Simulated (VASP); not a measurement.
## Zn: single point with r2SCAN

Zn:

```xyz
2
Lattice="2.5693 0.0000 0.0000 -1.2847 2.2532 0.0000 0.0000 0.0000 5.0032" Properties=species:S:1:pos:R:3 pbc="T T T"
Zn    0.0000    1.5021    1.2508
Zn    1.2847    0.7511    3.7524
```

This cell differs from its parent crystal: uniaxial strain along a: -1.0 %.

```json
{
  "Program": "VASP 6.6.1",
  "Task": "single point",
  "Functional": "r2SCAN",
  "Potentials or basis": "VASP PAW PBE potentials, release 64 (Zn)",
  "Cutoff": "520 eV",
  "k mesh": "24 × 24 × 10",
  "Occupations": "gaussian, width 0.1 eV",
  "Spin": "no spin polarisation"
}
```

The pressure is 1.3 GPa. The largest force is 0.005 eV/Å and the band gap on the k mesh is zero (bands 12 and 13 overlap by 5.22 eV).

Forces on the atoms (eV/Å):
```
Zn   0.000 -0.005  0.000
Zn   0.000  0.005  0.000
```

Stress tensor (GPa, compression positive):
```
3.14 0.00 0.00
0.00 0.66 0.00
0.00 0.00 0.04
```

Levels at points of the mesh, in eV from the Fermi level:
| k point | band 10 | band 11 | band 12 | band 13 | band 14 | band 15 |
| --- | --- | --- | --- | --- | --- | --- |
| (0.00, 0.00, 0.00) | -7.36 | -7.35 | -4.09 | -3.46 | 13.48 | 17.38 |
| (0.50, 0.00, 0.00) | -7.09 | -2.85 | -1.88 | 2.86 | 4.04 | 4.72 |
| (0.00, 0.50, 0.00) | -7.10 | -2.96 | -2.03 | 2.71 | 3.87 | 4.53 |
| (0.00, 0.00, 0.50) | -7.44 | -7.43 | -7.43 | 4.30 | 4.30 | 21.22 |
| (0.50, 0.00, 0.50) | -7.09 | -1.92 | -1.92 | 0.74 | 0.74 | 10.73 |
| (0.00, 0.50, 0.50) | -7.10 | -2.03 | -2.03 | 0.54 | 0.54 | 10.57 |

Wall time 11 min on 1 thread of Intel(R) Xeon(R) 6975P-C (Granite Rapids) (shared host), peak memory 0.49 GiB.

Caveat: the cell differs from its parent crystal (uniaxial strain along a: -1.0 %); the PAW data sets were made with another functional, which shifts forces and pressure a little.
